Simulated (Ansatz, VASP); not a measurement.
## SiGe3Ru2 in VASP and in Ansatz

INCAR

```
SYSTEM = SiGe3Ru2
PREC = Accurate
ENCUT = 520
EDIFF = 1E-6
ISMEAR = 0
SIGMA = 0.1
LREAL = .False.
LASPH = .True.
NELM = 150
ALGO = Normal
ISIF = 2
LWAVE = .False.
LCHARG = .True.
ISPIN = 2
MAGMOM = 0 0 0 0 1 1
LORBIT = 11
LMAXMIX = 4
GGA = PE
LELF = .True.
LVHAR = .True.
NBANDS = 50
```

File KPOINTS:

```
Automatic mesh
0
Gamma
  6 6 2
  0 0 0
```

File POSCAR:

```
SiGe3Ru2
1.0
    3.6406248617      0.0000000000      0.0000000000
    0.0000000000      3.6406248617      0.0000000000
    0.0000000000      0.0000000000      8.9385295274
Si Ge Ru
1 3 2
Direct
    0.0000000000      0.0000000000      0.0000000000
    0.5000000000      0.5000000000      0.7054576268
    0.5000000000      0.5000000000      0.2945423732
    0.5000000000      0.5000000000      0.0000000000
    0.0000000000      0.5000000000      0.5000000000
    0.5000000000      0.0000000000      0.5000000000
```

Input for Ansatz:

```yaml
crystal:
  lattice:
    - [3.6406248617, 0.0, 0.0]
    - [0.0, 3.6406248617, 0.0]
    - [0.0, 0.0, 8.9385295274]
  atoms:
    - { symbol: Si, position: [0.0, 0.0, 0.0] }
    - { symbol: Ge, position: [0.5, 0.5, 0.7054576268] }
    - { symbol: Ge, position: [0.5, 0.5, 0.2945423732] }
    - { symbol: Ge, position: [0.5, 0.5, 0.0] }
    - { symbol: Ru, position: [0.0, 0.5, 0.5], spin: 1.0 }
    - { symbol: Ru, position: [0.5, 0.0, 0.5], spin: 1.0 }
basis:
  ecutwfc: 420
kpoints:
  mp_grid: { grid: [6, 6, 2] }
hamiltonian:
  xc: pbe
scf:
  occupations: { method: gaussian, width: 0.1 }
  lower_state_search: "off"
output:
  forces: true
  stress: true
  eigenvalues: true
  populations: true
magnetization:
  spin_polarized: true
```

Alike in both runs: task single point; functional PBE; k mesh 6 × 6 × 2; occupations gaussian, width 0.1 eV; collinear spin.

|  | VASP | Ansatz |
| --- | --- | --- |
| version | VASP 6.6.1 | Ansatz 0.2.0 |
| potentials or method | VASP PAW PBE potentials, release 64 (Si, Ge_d, Ru_pv), cutoff 520 eV | scalar-relativistic, plane waves, PAW |
| valence electrons in the cell | 74 | 78 |

```tsv
	VASP	Ansatz	Ansatz less VASP
gap on the k mesh at the Fermi level (eV)	none	none	-
pressure (GPa)	-0.1	-0.2	-0.03
traceless stress, the component that is largest in VASP (GPa)	0.10	0.08	-0.023
rms of the force components (eV/Å)	0.001	0.006	+0.0048
net moment per atom (μB)	0.00	0.00	-0.001
```

Atom by atom the forces differ by 0.005 eV/Å (rms over components). A gap of «none» marks a metal or a gap that the smearing closes. With one functional, cell and mesh, what is left measures potentials, basis and numerics. VASP's potentials hold 74 valence electrons a cell and Ansatz's 78, so a difference there can come from the potentials and not from the codes. Ansatz's warnings: seeded moment not kept.
